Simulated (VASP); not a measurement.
Write the native input for VASP 6.6.1 that does the following.

| Quantity | Value |
| --- | --- |
| Task | single point |
| Functional | PBE |
| Potentials or basis | VASP PAW PBE potentials, release 64 (Sn_d, Te) |
| Cutoff | 520 eV |
| k mesh | 6 × 6 × 4 |
| Occupations | gaussian, width 0.01 eV |
| Spin | no spin polarisation |
| Dipole correction | no |
| Further INCAR settings | ALGO = Normal; EDIFF = 1e-07; NBANDS = 28 |

The structure of SnTe lies in POSCAR:

```
SnTe
1.0
    5.4194977495      0.0000000000      0.0000000000
   -2.7097488747      4.6934227268      0.0000000000
    0.0000000000      0.0000000000      6.4723229049
Sn Te
2 2
Direct
    0.3333333333      0.6666666667      0.2500000000
    0.6666666667      0.3333333333      0.7500000000
    0.6666666667      0.3333333333      0.2500000000
    0.3333333333      0.6666666667      0.7500000000
```

One way to write it, as run:

INCAR

```
ALGO     = Normal         # electronic algorithm
EDIFF    = 1E-7           # SCF threshold, eV
ENCUT    = 520            # plane-wave cutoff, eV
GGA      = PE             # functional
ISIF     = 2              # what is computed and relaxed
ISMEAR   = 0              # smearing method
LASPH    = True           # aspherical terms in the spheres
LCHARG   = True           # write CHGCAR
LELF     = True           # ELF
LREAL    = False          # projectors in reciprocal space
LVHAR    = True         
LWAVE    = False          # write WAVECAR
NBANDS   = 28             # bands
NELM     = 60             # most SCF steps
PREC     = Accurate       # precision mode
SIGMA    = 0.01           # smearing width, eV
```

KPOINTS

```
k-points
0
Gamma
  6 6 4
```

Potentials or basis: VASP PAW PBE potentials, release 64 (Sn_d, Te).

Command:

```sh
$ cat potpaw_PBE.64/Sn_d/POTCAR potpaw_PBE.64/Te/POTCAR > POTCAR
$ mpirun -np 1 vasp_std > vasp.out
```

It gave:

The pressure is 0.0 GPa. The band gap on the k mesh is 0.48 eV.

Caveat: spin-orbit coupling is left out, which moves the levels of the heavy elements.

Wall time 45 s on 1 thread of Intel(R) Xeon(R) 6975P-C (Granite Rapids), on a shared host, peak memory 0.3 GiB.
